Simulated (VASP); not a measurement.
Wanted: the native input for a VASP 6.6.1 run.

* Task: single point
* Functional: PBEsol
* Potentials or basis: VASP PAW PBE potentials, release 64 (Ti_sv)
* Cutoff: 520 eV
* k mesh: 7 × 7 × 10
* Occupations: methfessel-paxton, width 0.1 eV
* Spin: no spin polarisation
* Dipole correction: no
* Further INCAR settings: ALGO = Normal; EDIFF = 1e-06; NBANDS = 25

The structure of Ti lies in POSCAR:

```
Ti
1.0
    4.5060961001      0.0000000000      0.0000000000
   -2.2530480500      3.9023938343      0.0000000000
    0.0000000000      0.0000000000      2.7624328266
Ti
3
Direct
    0.0000000000      0.0000000000      0.0000000000
    0.3333333333      0.6666666667      0.5000000000
    0.6666666667      0.3333333333      0.5000000000
```

The input as run:

INCAR

```
  ALGO = Normal
  EDIFF = 1E-6
  ENCUT = 520
  GGA = PS
  ISIF = 2
  ISMEAR = 1
  LASPH = T
  LCHARG = F
  LREAL = F
  LWAVE = F
  NBANDS = 25
  NELM = 100
  PREC = Accurate
  SIGMA = 0.1
```

KPOINTS

```
k-points
0
Gamma
  7 7 10
```

Potentials or basis: VASP PAW PBE potentials, release 64 (Ti_sv).

Command:

```bash
$ cat potpaw_PBE.64/Ti_sv/POTCAR > POTCAR
$ mpirun -np 1 vasp_std > vasp.out
```

It gave:

- Pressure: 1.9 GPa
- Band gap on the k mesh: zero (band 18 reaches 9.01 eV, above the bottom of band 19 at 8.75 eV)

Caveat: the PAW data sets were made with another functional, which shifts forces and pressure a little.

It used 200 s of CPU time on 1 thread of AMD EPYC 7R13 Processor (Zen 3), on a shared host.
